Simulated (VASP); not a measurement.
A run of VASP 6.6.1 is set up as follows.

Contents of INCAR:

```
  PREC = Accurate
  ENCUT = 520
  EDIFF = 1E-6
  ISMEAR = 0
  SIGMA = 0.05
  LREAL = False
  LASPH = True
  NELM = 60
  ALGO = Normal
  ISIF = 2
  LWAVE = False
  LCHARG = False
  GGA = PE
  NBANDS = 16
```

Contents of KPOINTS:

```
Automatic mesh
0
Gamma
  8 8 8
```

Contents of POSCAR:

```
GaAs
1.0
    0.0000000000      2.5901305056      3.3671696573
    2.5901305056      0.0000000000      3.3671696573
    2.5901305056      2.5901305056      0.0000000000
Ga As
1 1
Direct
    0.0000000000      0.0000000000      0.0000000000
    0.7500000000      0.7500000000      0.7500000000
```

Potentials or basis: VASP PAW PBE potentials, release 64 (Ga_d, As).

The run is started by

```console
$ cat potpaw_PBE.64/Ga_d/POTCAR potpaw_PBE.64/As/POTCAR > POTCAR
$ mpirun -np 1 vasp_std > vasp.out
```

What does it give for the band gap on the k mesh?

Zero (band 9 reaches 4.65 eV, above the bottom of band 10 at 4.16 eV).

What does it give for the pressure?

3.2 GPa.

Stress tensor (GPa, compression positive):
```
 9.76  0.00  0.00
 0.00  9.76  0.00
 0.00  0.00 -9.84
```
